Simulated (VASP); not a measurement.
# H17O8F in VASP: single point with PBE

Aim: the single point of H17O8F with PBE.

Program: VASP 6.6.1. These are calculated values, not measurements. Logs are shortened: lines on timing, memory, paths and dates and some standing lists are left out, and cuts for length are marked.

**1. The cell of the first run**

The cell holds a disordered packing, 26 atoms: a = 6.495 Å, b = 6.495 Å, c = 6.495 Å, α = 90.00°, β = 90.00°, γ = 90.00°.

**2. Single point, PBE**

INCAR

```
SYSTEM = H17O8F
  ALGO = Normal
  EDIFF = 1E-6
  ENCUT = 1010
  GGA = PE
  GGA_COMPAT = .False.
  ISIF = 2
  ISMEAR = -1
  LASPH = .True.
  LCHARG = .False.
  LREAL = Auto
  LWAVE = .False.
  NBANDS = 55
  NELM = 120
  PREC = Accurate
  SIGMA = 0.02
```

KPOINTS

```
k-points
0
Gamma
  1 1 1
  0 0 0
```

POSCAR

```
H17O8F
1.0
    6.4950650000      0.0000000000      0.0000000000
    0.0000000000      6.4950650000      0.0000000000
    0.0000000000      0.0000000000      6.4950650000
O H F
8 17 1
Direct
    0.2097284631      0.8296144842      0.3423368357
    0.5860141507      0.4673240376      0.3409973572
    0.2788578713     -0.0061893145      0.8525549783
    0.9039632398      0.6344355291      1.1192651652
    0.5652753283      1.1069635177      0.5590860138
    0.5701405606      0.8863190746      1.1518129534
    0.5209031780      0.3643843441      0.9188360702
    0.1376583606      0.2644931190      0.1481124515
    0.3517747705      0.8349416057      0.2785653415
    0.1633855858      0.9731850259      0.3577331405
    0.7208087987      0.5323426324      0.3000431866
    0.5320193100      0.4453996996      0.1987970867
    0.3629524878      0.0486985119      0.7365746147
    0.1817841700     -0.1086979114      0.7984215708
    0.9622228569      0.4994561255      1.0768175530
    1.0229304865      0.7072754468      1.1812814806
    0.5793783434      1.2530590533      0.5036593167
    0.6152055445      1.0129536810      0.4527591333
    0.6919099347      0.8062428936      1.1330294616
    0.5028125200      0.9213456678      1.0219605193
    0.4416891902      0.4365160318      0.8176977444
    0.6399320099      0.3138228794      0.8411463165
    0.2051249680      0.1712377012      0.0467123886
    0.2528535126      0.2973488333      0.2344857211
    0.2161179295      0.6887075033      0.5271694741
    0.1970111154      0.6041202051      0.6497856449
```

Potentials or basis: VASP PAW PBE potentials, release 64 (O_h, H_h, F_h).

Command:

```bash
cat potpaw_PBE.64/O_h/POTCAR potpaw_PBE.64/H_h/POTCAR potpaw_PBE.64/F_h/POTCAR > POTCAR
mpirun -np 1 vasp_gam > vasp.out
```

OUTCAR:

```text
SYSTEM = H17O8F
   EDIFF = 1E-6
   ENCUT = 1010
   GGA = PE
   ISIF = 2
   ISMEAR = -1
   LASPH = .True.
   LREAL = Auto
   NELM = 120
   PREC = Accurate

 ion  position               nearest neighbor table
   1  0.210  0.830  0.342-  10 0.98   9 1.01
   2  0.586  0.467  0.341-  12 1.00  11 1.01
   3  0.279  0.994  0.853-  14 0.98  13 1.00
   4  0.904  0.634  0.119-  16 0.99  15 0.99
   5  0.565  0.107  0.559-  18 0.98  17 1.02
   6  0.570  0.886  0.152-  19 0.95  20 0.98
   7  0.521  0.364  0.919-  21 0.96  22 0.98
   8  0.138  0.264  0.148-  24 0.96  23 1.00
   9  0.352  0.835  0.279-   1 1.01
  10  0.163  0.973  0.358-   1 0.98
  11  0.721  0.532  0.300-   2 1.01
  12  0.532  0.445  0.199-   2 1.00
  13  0.363  0.049  0.737-   3 1.00
  14  0.182  0.891  0.798-   3 0.98
[... 10 lines left out ...]
  25  0.216  0.689  0.527-  26 0.98
  26  0.197  0.604  0.650-  25 0.98

  LATTYP: Found a simple cubic cell.
 ALAT       =     6.4950650000

  Lattice vectors:

 A1 = (   6.4950650000,   0.0000000000,   0.0000000000)
 A2 = (   0.0000000000,   6.4950650000,   0.0000000000)
 A3 = (   0.0000000000,   0.0000000000,   6.4950650000)

Analysis of symmetry for initial positions (statically):
=====================================================================
 Subroutine PRICEL returns:
 Original cell was already a primitive cell.

 Routine SETGRP: Setting up the symmetry group for a
 simple cubic supercell.

 Subroutine GETGRP returns: Found  1 space group operations
 (whereof  1 operations were pure point group operations)
 out of a pool of 48 trial point group operations.

The static configuration has the point symmetry C_1 .

Analysis of symmetry for dynamics (positions and initial velocities):
=====================================================================
 Subroutine PRICEL returns:
 Original cell was already a primitive cell.

 Routine SETGRP: Setting up the symmetry group for a
 simple cubic supercell.

 Subroutine GETGRP returns: Found  1 space group operations
 (whereof  1 operations were pure point group operations)
 out of a pool of 48 trial point group operations.

The dynamic configuration has the point symmetry C_1 .

 Subroutine INISYM returns: Found  1 space group operations
 (whereof  1 operations are pure point group operations),
 and found     1 'primitive' translations
[... 119 lines left out ...]
   EDIFF  = 0.1E-05   stopping-criterion for ELM
   LREAL  =      T    real-space projection
   EDIFFG = 0.1E-04   stopping-criterion for IOM
   NSW    =      0    number of steps for IOM
   IBRION =     -1    ionic relax: 0-MD 1-quasi-New 2-CG
   NFREE  =      0    steps in history (QN), initial steepest desc. (CG)
   ISIF   =      2    stress and relaxation
   ISYM   =      2    0-nonsym 1-usesym 2-fastsym
   POTIM  = 0.5000    time-step for ionic-motion
   TEBEG  =    0.0;   TEEND  =   0.0 temperature during run
   PSTRESS=    0.0 pullay stress
   NELECT =      72.0000    total number of electrons
   NUPDOWN=      -1.0000    fix difference up-down
   EMIN   =  10.00;   EMAX   =-10.00  energy-range for DOS
   EFERMI =   0.00;   METHOD = LEGACY
   ISMEAR =    -1;   SIGMA  =   0.02  broadening in eV -4-tet -1-fermi 0-gaus
   EFERMI_NEDOS =   21; number of points for ismear=-14 and -15
   IALGO  =     38    algorithm
   IMIX   =      4    mixing-type and parameters
     AMIX     =   0.40;   BMIX     =  1.00
     AMIX_MAG =   1.60;   BMIX_MAG =  1.00
  volume/ion in A,a.u.               =      10.54        71.12
  Fermi-wavevector in a.u.,A,eV,Ry     =   1.048581  1.981532 14.959919  1.099523
  Thomas-Fermi vector in A             =   2.183509
   LORBIT       =      0    0 simple, 1 ext, 2 COOP (PROOUT), +10 PAW based schemes
   GGA     = PE    functional components
   LHFCALC =     F    Hartree Fock is set to
   AEXX    =    0.0000 exact exchange contribution
   IVDW    =     0    specifies the selected vdW correction
   LEPSILON=     F    determine dielectric tensor
   LRPA    =     F    only Hartree local field effects (RPA)
 non-spin polarized calculation
  energy-cutoff  :     1010.00
  volume of cell :      274.00
 maximum number of plane-waves:     10003
 NGX is ok and might be reduce to    70
   NGX = 33   NGY = 33   NGZ = 33

 number of electron      71.9999996 magnetization

 Free energy of the ion-electron system (eV)
  ---------------------------------------------------
  ext. energy  EPLUGINS =         0.00000000
  ---------------------------------------------------
  free energy    TOTEN  =      -125.59593967 eV

  energy without entropy =     -125.59593967  energy(sigma->0) =     -125.59593967

 E-fermi :  -2.9928     XC(G=0):  -6.6115

 val. band max:       -3.5222638301   @ k =   0.0000   0.0000   0.0000
 cond. band min:       1.1560670608   @ k =   0.0000   0.0000   0.0000
 fundamental gap:      4.6783308909
 Fermi energy:        -2.9927741751

 k-point     1 :       0.0000    0.0000    0.0000
  band No.  band energies     occupation
      1     -25.7359      2.00000
      2     -22.7812      2.00000
      3     -22.2739      2.00000
      4     -22.0320      2.00000
      5     -21.9616      2.00000
      6     -21.9206      2.00000
[... 40 lines left out ...]
     47       7.2601      0.00000
     48       7.3892      0.00000
 [bands above 48 left out]

------------------------ aborting loop because EDIFF is reached ----------------------------------------

  FORCE on cell =-STRESS in cart. coord.  units (eV):
  Direction    XX          YY          ZZ          XY          YZ          ZX
  --------------------------------------------------------------------------------------
  -------------------------------------------------------------------------------------
  Total        0.0225235      0.2039878      1.6399089      0.4085731      0.1690952      0.6010768
  in kB        0.1317029      1.1927906      9.5891428      2.3890754      0.9887609      3.5147142
  external PRESSURE =       3.6378788 kB  Pullay stress =       0.0000000 kB

 VOLUME and BASIS-vectors are now :
 -----------------------------------------------------------------------------
  energy-cutoff  :     1010.00
  volume of cell :      274.00
      direct lattice vectors                 reciprocal lattice vectors
     6.495065000  0.000000000  0.000000000     0.153963047  0.000000000  0.000000000
     0.000000000  6.495065000  0.000000000     0.000000000  0.153963047  0.000000000
     0.000000000  0.000000000  6.495065000     0.000000000  0.000000000  0.153963047

 POSITION                                       TOTAL-FORCE (eV/Angst)
 -----------------------------------------------------------------------------------
      1.36220      5.38840      2.22350         0.073318      0.201748     -0.037206
      3.80620      3.03530      2.21480         0.378612      0.302561     -0.742038
      1.81120      6.45487      5.53740        -0.158093      0.041519     -0.050181
      5.87130      4.12070      0.77464         0.500916     -0.256461     -0.081549
      3.67150      0.69474      3.63130         0.033711      0.816754      0.224626
      3.70310      5.75670      0.98604        -1.211582      1.011352      0.837819
[... 18 lines left out ...]
      1.40370      4.47320      3.42400        -0.107230      0.275856     -0.343303
      1.27960      3.92380      4.22040         0.009690     -0.342570      0.473853
 -----------------------------------------------------------------------------------
    total drift:                                0.003199      0.002560     -0.000952

  FREE ENERGIE OF THE ION-ELECTRON SYSTEM (eV)
  ---------------------------------------------------
  free  energy   TOTEN  =      -125.5959396726 eV

  energy  without entropy=     -125.5959396726  energy(sigma->0) =     -125.59593967
```

It took 61 s on 1 thread of AMD EPYC 7R13 (Zen 3), shared host; peak memory 0.62 GiB.

What came out:

* Free energy: -125.5959 eV
* Pressure: 0.4 GPa
* Largest force: 1.787 eV/Å

Forces in eV/Å, atoms in the order of the input:
```
O    0.073  0.202 -0.037
O    0.379  0.303 -0.742
O   -0.158  0.042 -0.050
O    0.501 -0.256 -0.082
O    0.034  0.817  0.225
O   -1.212  1.011  0.838
O    0.839 -0.356  0.249
O   -0.111 -0.681 -0.233
H   -0.055  0.094  0.021
H    0.216 -0.352 -0.153
H   -0.565 -0.402  0.393
H    0.269 -0.120  0.543
H   -0.075 -0.263  0.025
H    0.520  0.129  0.093
H   -0.082  0.418  0.268
H   -0.104 -0.140  0.029
H    0.021 -1.090 -0.402
H   -0.171  0.452 -0.117
H    0.820 -0.875 -0.681
H    0.067 -0.073 -0.339
H   -0.639  0.554 -0.502
H   -0.327  0.007  0.320
H   -0.463  0.160 -0.327
H    0.320  0.487  0.532
H   -0.107  0.276 -0.343
F    0.010 -0.343  0.474
```

Stress tensor (GPa, compression positive):
```
0.01 0.24 0.35
0.24 0.12 0.10
0.35 0.10 0.96
```

Caveat: the k points lie up to 0.97 Å⁻¹ apart, too coarse for converged energies, forces and pressures.
